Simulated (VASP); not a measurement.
# TiCo2 (Fd-3m) in VASP: notebook

The runs below take TiCo2 through single point, relaxation of cell and atoms, with LDA.

All numbers are computed with VASP 6.6.1; they aren't measurements. Logs are shortened: lines on timing, memory, paths and dates and some standing lists are left out, and cuts for length are marked.

## 1. The cell of the first run

Symmetry: Fd-3m, No. 227, cubic system. Conventional cell: a = 6.704 Å, b = 6.704 Å, c = 6.704 Å, α = 90.00°, β = 90.00°, γ = 90.00°. Ti (site symmetry -43m) has 12 Co at 2.78 Å and 4 Ti at 2.90 Å within 3.7 Å. Within 3.1 Å of Co (site symmetry -3m) lie 6 Co at 2.37 Å and 6 Ti at 2.78 Å.

## 2. Single point, LDA, collinear spin, ferromagnetic start

File INCAR:

```
PREC     = Accurate       # precision mode
ENCUT    = 520            # plane-wave cutoff, eV
EDIFF    = 1E-6           # SCF threshold, eV
ISMEAR   = 0              # smearing method
SIGMA    = 0.1            # smearing width, eV
LREAL    = False          # projectors in reciprocal space
LASPH    = True           # aspherical terms in the spheres
NELM     = 150            # most SCF steps
ALGO     = Normal         # electronic algorithm
ISIF     = 2              # what is computed and relaxed
LWAVE    = False          # write WAVECAR
LCHARG   = False          # write CHGCAR
ISPIN    = 2              # spin polarisation
MAGMOM   = 0 0 3 3 3 3    # initial moments
LORBIT   = 11             # projections on sites
LMAXMIX  = 4              # l up to which the mixer works
NBANDS   = 43             # bands
```

File KPOINTS:

```
Automatic mesh
0
Gamma
  6 6 6
```

File POSCAR:

```
TiCo2
1.0
    0.0000000000      3.3520000000      3.3520000000
    3.3520000000      0.0000000000      3.3520000000
    3.3520000000      3.3520000000      0.0000000000
Ti Co
2 4
Direct
    0.5000000000      0.5000000000      0.5000000000
    0.7500000000      0.7500000000      0.7500000000
    0.1250000000      0.1250000000      0.1250000000
    0.6250000000      0.1250000000      0.1250000000
    0.1250000000      0.1250000000      0.6250000000
    0.1250000000      0.6250000000      0.1250000000
```

Potentials or basis: VASP PAW LDA potentials, release 64 (Ti_sv, Co).

The run is started by

```sh
cat potpaw_LDA.64/Ti_sv/POTCAR potpaw_LDA.64/Co/POTCAR > POTCAR
mpirun -np 1 vasp_std > vasp.out
```

OUTCAR:

```text
PREC = Accurate
   ENCUT = 520
   EDIFF = 1E-6
   ISMEAR = 0
   LREAL = False
   LASPH = True
   NELM = 150
   ISIF = 2
   ISPIN = 2
   LORBIT = 11

 ion  position               nearest neighbor table
   1  0.500  0.500  0.500-   3 2.78   5 2.78   6 2.78   3 2.78   4 2.78   5 2.78   3 2.78   4 2.78
                             6 2.78   4 2.78   5 2.78   6 2.78   2 2.90   2 2.90   2 2.90   2 2.90
   2  0.750  0.750  0.750-   4 2.78   5 2.78   6 2.78   3 2.78   4 2.78   6 2.78   3 2.78   4 2.78
                             5 2.78   3 2.78   5 2.78   6 2.78   1 2.90   1 2.90   1 2.90   1 2.90
   3  0.125  0.125  0.125-   4 2.37   5 2.37   6 2.37   5 2.37   6 2.37   4 2.37   1 2.78   2 2.78
                             1 2.78   2 2.78   1 2.78   2 2.78
   4  0.625  0.125  0.125-   3 2.37   5 2.37   6 2.37   3 2.37   5 2.37   6 2.37   2 2.78   1 2.78
                             1 2.78   2 2.78   2 2.78   1 2.78
   5  0.125  0.125  0.625-   3 2.37   3 2.37   4 2.37   6 2.37   6 2.37   4 2.37   1 2.78   2 2.78
                             1 2.78   2 2.78   1 2.78   2 2.78
   6  0.125  0.625  0.125-   3 2.37   5 2.37   3 2.37   4 2.37   5 2.37   4 2.37   2 2.78   1 2.78
                             2 2.78   2 2.78   1 2.78   1 2.78

  LATTYP: Found a face centered cubic cell.
 ALAT       =     6.7040000000

  Lattice vectors:

 A1 = (   0.0000000000,   3.3520000000,   3.3520000000)
 A2 = (   3.3520000000,   0.0000000000,   3.3520000000)
 A3 = (   3.3520000000,   3.3520000000,   0.0000000000)

Analysis of symmetry for initial positions (statically):
=====================================================================
 Subroutine PRICEL returns:
 Original cell was already a primitive cell.

 Routine SETGRP: Setting up the symmetry group for a
 face centered cubic supercell.

 Subroutine GETGRP returns: Found 48 space group operations
 (whereof 24 operations were pure point group operations)
 out of a pool of 48 trial point group operations.

The static configuration has the point symmetry T_d .
 The point group associated with its full space group is O_h .

Analysis of symmetry for dynamics (positions and initial velocities):
=====================================================================
 Subroutine PRICEL returns:
 Original cell was already a primitive cell.

 Routine SETGRP: Setting up the symmetry group for a
 face centered cubic supercell.

 Subroutine GETGRP returns: Found 48 space group operations
 (whereof 24 operations were pure point group operations)
 out of a pool of 48 trial point group operations.

The dynamic configuration has the point symmetry T_d .
 The point group associated with its full space group is O_h .

Analysis of structural, dynamic, and magnetic symmetry:
=====================================================================
 Subroutine PRICEL returns:
 Original cell was already a primitive cell.

 Routine SETGRP: Setting up the symmetry group for a
 face centered cubic supercell.

 Subroutine GETGRP returns: Found 48 space group operations
 (whereof 24 operations were pure point group operations)
 out of a pool of 48 trial point group operations.

The overall configuration has the point symmetry T_d .
 The point group associated with its full space group is O_h .

 Subroutine INISYM returns: Found 48 space group operations
 (whereof 24 operations are pure point group operations),
 and found     1 'primitive' translations

----------------------------------------------------------------------------------------

                                     Primitive cell

  volume of cell :      75.3255

  direct lattice vectors                    reciprocal lattice vectors
     0.000000000  3.352000000  3.352000000    -0.149164678  0.149164678  0.149164678
     3.352000000  0.000000000  3.352000000     0.149164678 -0.149164678  0.149164678
     3.352000000  3.352000000  0.000000000     0.149164678  0.149164678 -0.149164678

  length of vectors
     4.740443861  4.740443861  4.740443861     0.258360801  0.258360801  0.258360801

  position of ions in fractional coordinates (direct lattice)
     0.500000000  0.500000000  0.500000000
     0.750000000  0.750000000  0.750000000
     0.125000000  0.125000000  0.125000000
     0.625000000  0.125000000  0.125000000
     0.125000000  0.125000000  0.625000000
     0.125000000  0.625000000  0.125000000

[... 54 lines left out ...]
   number of dos      NEDOS =    301   number of ions     NIONS =      6
   total plane-waves  NPLWV =  46656
   dimension x,y,z NGX =    36 NGY =   36 NGZ =   36
   dimension x,y,z NGXF=    72 NGYF=   72 NGZF=   72
   ions per type =               2   4
   NGX,Y,Z   is equivalent  to a cutoff of  12.63, 12.63, 12.63 a.u.
   NGXF,Y,Z  is equivalent  to a cutoff of  25.25, 25.25, 25.25 a.u.
 SYSTEM =  unknown system
   PREC   = accura    normal or accurate (medium, high low for compatibility)
   ISTART =      0    job   : 0-new  1-cont  2-samecut
   ICHARG =      2    charge: 1-file 2-atom 10-const
   ISPIN  =      2    spin polarized calculation?
   LNONCOLLINEAR =      F non collinear calculations
   LSORBIT =      F    spin-orbit coupling
   LASPH  =      T    aspherical Exc in radial PAW
   ENCUT  =  520.0 eV  38.22 Ry    6.18 a.u.   8.81  8.81  8.81*2*pi/ulx,y,z
   NELM   =    150;   NELMIN=  2; NELMDL= -5     # of ELM steps
   EDIFF  = 0.1E-05   stopping-criterion for ELM
   LREAL  =      F    real-space projection
   EDIFFG = 0.1E-04   stopping-criterion for IOM
   NSW    =      0    number of steps for IOM
   IBRION =     -1    ionic relax: 0-MD 1-quasi-New 2-CG
   NFREE  =      0    steps in history (QN), initial steepest desc. (CG)
   ISIF   =      2    stress and relaxation
   ISYM   =      2    0-nonsym 1-usesym 2-fastsym
   POTIM  = 0.5000    time-step for ionic-motion
   TEBEG  =    0.0;   TEEND  =   0.0 temperature during run
   PSTRESS=    0.0 pullay stress
   NELECT =      60.0000    total number of electrons
   NUPDOWN=      -1.0000    fix difference up-down
   EMIN   =  10.00;   EMAX   =-10.00  energy-range for DOS
   EFERMI =   0.00;   METHOD = LEGACY
   ISMEAR =     0;   SIGMA  =   0.10  broadening in eV -4-tet -1-fermi 0-gaus
   EFERMI_NEDOS =   21; number of points for ismear=-14 and -15
   IALGO  =     38    algorithm
   IMIX   =      4    mixing-type and parameters
     AMIX     =   0.40;   BMIX     =  1.00
     AMIX_MAG =   1.60;   BMIX_MAG =  1.00
  volume/ion in A,a.u.               =      12.55        84.72
  Fermi-wavevector in a.u.,A,eV,Ry     =   1.517555  2.867764 31.333871  2.302975
  Thomas-Fermi vector in A             =   2.626795
   LORBIT       =     11    0 simple, 1 ext, 2 COOP (PROOUT), +10 PAW based schemes
   GGA     = CA    functional components
   LHFCALC =     F    Hartree Fock is set to
   AEXX    =    0.0000 exact exchange contribution
   IVDW    =     0    specifies the selected vdW correction
   LEPSILON=     F    determine dielectric tensor
   LRPA    =     F    only Hartree local field effects (RPA)
 spin polarized calculation
 Gauss-broadening in eV      SIGMA  =   0.10
  energy-cutoff  :      520.00
  volume of cell :       75.33
 maximum number of plane-waves:      2085
   NGX = 17   NGY = 17   NGZ = 17

 number of electron      60.0000021 magnetization       0.0014483

 number of electron      60.0000021 magnetization      -0.0001861

 Free energy of the ion-electron system (eV)
  ---------------------------------------------------
  ext. energy  EPLUGINS =         0.00000000
  ---------------------------------------------------
  free energy    TOTEN  =       -51.62213896 eV

  energy without entropy =      -51.57303010  energy(sigma->0) =      -51.59758453

 E-fermi :   9.5564     XC(G=0): -13.0939

 val. band max:        9.5551409925   @ k =  -0.3333   0.3333   0.1667
 cond. band min:       9.5591741442   @ k =  -0.3333   0.1667   0.0000
 fundamental gap:      0.0040331517
 Fermi energy:         9.5563727232

 spin component 1

 k-point     1 :       0.0000    0.0000    0.0000
  band No.  band energies     occupation
      1     -46.9540      1.00000
      2     -46.8680      1.00000
      3     -23.6269      1.00000
      4     -23.6269      1.00000
      5     -23.6269      1.00000
      6     -23.4385      1.00000
[... 709 lines left out ...]
     41      11.8650      0.00000
     42      11.8650      0.00000
 Fermi energy:         9.5563727232

 spin component 2

 k-point     1 :       0.0000    0.0000    0.0000
  band No.  band energies     occupation
      1     -46.9540      1.00000
      2     -46.8681      1.00000
      3     -23.6269      1.00000
      4     -23.6269      1.00000
      5     -23.6269      1.00000
      6     -23.4386      1.00000
[... 709 lines left out ...]
     41      11.8649      0.00000
     42      11.8649      0.00000
 [bands above 42 left out]

------------------------ aborting loop because EDIFF is reached ----------------------------------------

  FORCE on cell =-STRESS in cart. coord.  units (eV):
  Direction    XX          YY          ZZ          XY          YZ          ZX
  --------------------------------------------------------------------------------------
  -------------------------------------------------------------------------------------
  Total       -9.3868544     -9.3868544     -9.3868544      0.0000000      0.0000000     -0.0000000
  in kB     -199.6588835   -199.6588835   -199.6588835      0.0000000      0.0000000     -0.0000000
  external PRESSURE =    -199.6588835 kB  Pullay stress =       0.0000000 kB

 VOLUME and BASIS-vectors are now :
 -----------------------------------------------------------------------------
  energy-cutoff  :      520.00
  volume of cell :       75.33
      direct lattice vectors                 reciprocal lattice vectors
     0.000000000  3.352000000  3.352000000    -0.149164678  0.149164678  0.149164678
     3.352000000  0.000000000  3.352000000     0.149164678 -0.149164678  0.149164678
     3.352000000  3.352000000  0.000000000     0.149164678  0.149164678 -0.149164678

 POSITION                                       TOTAL-FORCE (eV/Angst)
 -----------------------------------------------------------------------------------
      3.35200      3.35200      3.35200         0.000000      0.000000     -0.000000
      5.02800      5.02800      5.02800        -0.000000      0.000000      0.000000
      0.83800      0.83800      0.83800         0.000000     -0.000000      0.000000
      0.83800      2.51400      2.51400         0.000000     -0.000000      0.000000
      2.51400      2.51400      0.83800         0.000000     -0.000000      0.000000
      2.51400      0.83800      2.51400         0.000000     -0.000000      0.000000
 -----------------------------------------------------------------------------------
    total drift:                                0.000000      0.000000      0.000000

  FREE ENERGIE OF THE ION-ELECTRON SYSTEM (eV)
  ---------------------------------------------------
  free  energy   TOTEN  =       -51.6221389584 eV

  energy  without entropy=      -51.5730300995  energy(sigma->0) =      -51.59758453

 total charge

# of ion       s       p       d       tot
------------------------------------------
    1        2.217   6.141   1.833  10.190
    2        2.217   6.141   1.833  10.190
    3        0.533   0.540   7.323   8.397
    4        0.533   0.540   7.323   8.397
    5        0.533   0.540   7.323   8.397
    6        0.533   0.540   7.323   8.397
--------------------------------------------------
tot          6.566  14.443  32.958  53.967

 magnetization (x)

# of ion       s       p       d       tot
------------------------------------------
    1       -0.000  -0.000  -0.000  -0.000
    2       -0.000  -0.000  -0.000  -0.000
    3        0.000   0.000   0.000   0.000
    4        0.000   0.000   0.000   0.000
    5        0.000   0.000   0.000   0.000
    6        0.000   0.000   0.000   0.000
--------------------------------------------------
tot         -0.000   0.000  -0.000  -0.000
```

Wall time 72 s (1 thread of Intel Xeon 6975P-C (Granite Rapids), shared host); peak memory 0.22 GiB.

What came out:

```
Free energy                                           : -51.6221 eV
Pressure                                              : -20.0 GPa
Band gap on the k mesh                                : zero (filled and empty bands overlap)
Net moment                                            : 0.00 μB per cell
Valence electrons inside the program's atomic spheres : Ti 10.19; Co 8.40
```

Levels at points of the mesh, in eV from the Fermi level:
Spin up:
```csv
k point,band 27,band 28,band 29,band 30,band 31,band 32,band 33,band 34
"(0.00, 0.00, 0.00)",-0.59,-0.59,-0.52,-0.52,-0.52,0.75,0.75,0.75
"(0.50, 0.00, 0.00)",-0.58,-0.36,-0.36,0.12,0.12,0.54,0.54,0.75
"(0.50, 0.50, 0.00)",-0.54,-0.54,-0.49,-0.49,-0.03,-0.03,0.83,0.83
```
Spin down:
| k point | band 27 | band 28 | band 29 | band 30 | band 31 | band 32 | band 33 | band 34 |
| --- | --- | --- | --- | --- | --- | --- | --- | --- |
| (0.00, 0.00, 0.00) | -0.59 | -0.59 | -0.52 | -0.52 | -0.52 | 0.75 | 0.75 | 0.75 |
| (0.50, 0.00, 0.00) | -0.58 | -0.36 | -0.36 | 0.12 | 0.12 | 0.54 | 0.54 | 0.75 |
| (0.50, 0.50, 0.00) | -0.54 | -0.54 | -0.49 | -0.49 | -0.03 | -0.03 | 0.83 | 0.83 |

Caveat: the cell stands under tension; the moments typed at the start vanished in this run.

## 3. Relaxation of cell and atoms, LDA

This run uses another cell than the first one, of 11.38 Å³/atom.

File INCAR:

```
PREC = Accurate
ENCUT = 600
EDIFF = 1E-6
ISMEAR = -1
SIGMA = 0.15
LREAL = False
LASPH = True
NELM = 60
ALGO = Fast
ISIF = 3
LWAVE = False
LCHARG = False
IBRION = 2
NSW = 80
EDIFFG = -0.001
```

File KPOINTS:

```
Automatic mesh
0
Gamma
  10 10 10
```

POSCAR, as its differences from that of step 2:

```diff
@@ -2,5 +2,5 @@
 1.0
-    0.0000000000      3.3520000000      3.3520000000
-    3.3520000000      0.0000000000      3.3520000000
-    3.3520000000      3.3520000000      0.0000000000
+    0.0000000000      3.2437359040      3.2437359040
+    3.2437359040      0.0000000000      3.2437359040
+    3.2437359040      3.2437359040      0.0000000000
 Ti Co
```

Potentials or basis: VASP PAW LDA potentials, release 64 (Ti_sv, Co).

The run is started by

```sh
cat potpaw_LDA.64/Ti_sv/POTCAR potpaw_LDA.64/Co/POTCAR > POTCAR
mpirun -np 1 vasp_std > vasp.out
```

Wall time 8.4 min (1 thread of Intel Xeon 6975P-C (Granite Rapids), shared host); peak memory 0.29 GiB.

The run converged. Its results:

| Property | Result |
| --- | --- |
| Free energy | -52.3842 eV |
| Relaxed volume | 11.39 Å³/atom |
| Relaxed cell | a = 4.589 Å, b = 4.589 Å, c = 4.589 Å, α = 60.00°, β = 60.00°, γ = 60.00° |
| Space group after relaxing (to 0.1 Å) | Fd-3m (No. 227) |
| Energy gained by relaxing | 0.0 meV/atom |
| Ionic steps | 6 |
| Pressure after relaxing | 0.0 GPa |
| Band gap on the k mesh | zero (bands 30 and 31 overlap by 0.84 eV) |

The path:
```
step  energy change (eV)  largest force (eV/Å)  pressure (GPa)  volume (Å³)
   1              0.0000                0.0000            0.27        68.26
   2              0.0000                0.0000           -0.40        68.45
   3             -0.0001                0.0000           -0.06        68.35
   4             -0.0001                0.0000            0.03        68.34
   5             -0.0001                0.0000           -0.03        68.34
   6             -0.0001                0.0000           -0.01        68.34
```

Final structure:
```
Ti Co
1.0
     0.00000    3.24500    3.24500
     3.24500    0.00000    3.24500
     3.24500    3.24500    0.00000
Ti Co
2 4
Direct
  0.50000 0.50000 0.50000
  0.75000 0.75000 0.75000
  0.12500 0.12500 0.12500
  0.62500 0.12500 0.12500
  0.12500 0.12500 0.62500
  0.12500 0.62500 0.12500
```

Levels at points of the mesh, in eV from the Fermi level:
```
           k point  band 28  band 29  band 30  band 31  band 32  band 33
(0.00, 0.00, 0.00)    -0.67    -0.59    -0.59    -0.59     0.89     0.89
(0.50, 0.00, 0.00)    -0.39    -0.39     0.14     0.14     0.63     0.63
(0.50, 0.50, 0.00)    -0.60    -0.56    -0.56     0.00     0.00     0.97
```

Caveat: the run has no spin polarisation, though such a crystal can be magnetic. Spin polarisation is off, so any magnetic state and its effect on volume and gap are missing.

(Continued in part 2 of 2.)
